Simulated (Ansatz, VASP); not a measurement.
## Two plane-wave programs on TePt

The input INCAR:

```
SYSTEM = TePt
PREC = Accurate
ENCUT = 520
EDIFF = 1E-8
ISMEAR = -1
SIGMA = 0.08
LREAL = .FALSE.
LASPH = .TRUE.
NELM = 80
ALGO = Normal
ISIF = 2
LWAVE = .FALSE.
LCHARG = .FALSE.
GGA = PS
LEFG = .TRUE.
NBANDS = 24
```

The input KPOINTS:

```
Automatic mesh
0
G
  10 10 10
  0 0 0
```

Contents of POSCAR:

```
TePt
1.0
    1.9869027448      1.1471388346      6.9227446657
   -1.9869027448      1.1471388346      6.9227446657
    0.0000000000     -2.2942776691      6.9227446657
Te Pt
2 2
Direct
    0.9046298600      0.9046298600      0.9046298600
    0.0953701400      0.0953701400      0.0953701400
    0.6305913400      0.6305913400      0.6305913400
    0.3694086600      0.3694086600      0.3694086600
```

Input for Ansatz:

```yaml
crystal:
  lattice:
    - [1.9869027448, 1.1471388346, 6.9227446657]
    - [-1.9869027448, 1.1471388346, 6.9227446657]
    - [0.0, -2.2942776691, 6.9227446657]
  atoms:
    - { symbol: Te, position: [0.90462986, 0.90462986, 0.90462986] }
    - { symbol: Te, position: [0.09537014, 0.09537014, 0.09537014] }
    - { symbol: Pt, position: [0.63059134, 0.63059134, 0.63059134] }
    - { symbol: Pt, position: [0.36940866, 0.36940866, 0.36940866] }
kpoints:
  mp_grid: { grid: [10, 10, 10] }
  band_path:
    path:
      - [0.0, 0.0, 0.0]
      - [0.5, 0.5, 0.5]
      - [0.8150277287, 0.1849722713, 0.5]
      - [0.5, -0.1849722713, 0.1849722713]
      - [0.5, 0.0, 0.0]
      - [0.0, 0.0, 0.0]
      - [0.3424861357, -0.3424861357, 0.0]
      - [0.6575138643, 0.0, 0.3424861357]
      - [0.5, 0.0, 0.5]
    npoints: 14
scf:
  occupations: { method: fermi_dirac, width: 0.08 }
hamiltonian:
  xc: pbesol
  pseudopotentials: { kind: paw }
output:
  forces: true
  stress: true
  eigenvalues: true
  efg: { contact_densities: true }
  populations: true
  bader: true
  dos: { projected: true, de: 0.2, e_range: [-14, 8] }
  write_density: true
  write_potential: true
  elf: true
  volumetric_format: npy
```

Alike in both runs: task electric field gradients; functional PBEsol; k mesh 10 × 10 × 10; occupations fermi-dirac, width 0.08 eV; no spin polarisation.

|  | VASP | Ansatz |
| --- | --- | --- |
| version | VASP 6.6.1 | Ansatz 0.2.0 |
| potentials or method | VASP PAW PBE potentials, release 64 (Te, Pt) | PAW with Ansatz's default frozen-core files, scalar-relativistic |
| plane-wave cutoff (eV) | 520 | 420 |
| valence electrons in the cell | 32 | 68 |

Ansatz gave:

- pressure (GPa): -2.5
- traceless stress, the component that is largest in VASP (GPa): -0.31
- rms of the force components (eV/Å): 0.071
- size of Vzz on the site where it differs most (V/Å²): 8.6

Q: Which values does VASP return?

A: Pressure (GPa): -2.7; traceless stress, the component that is largest in VASP (GPa): -0.29; rms of the force components (eV/Å): 0.071; size of Vzz on the site where it differs most (V/Å²): 75.1.

VASP's potentials were made for PBE, not for PBEsol. Atom by atom the forces differ by 0.003 eV/Å (rms over components). VASP's potentials hold 32 valence electrons a cell and Ansatz's 68, so a difference there can come from the potentials and not from the codes.

Spin-orbit coupling is off throughout.
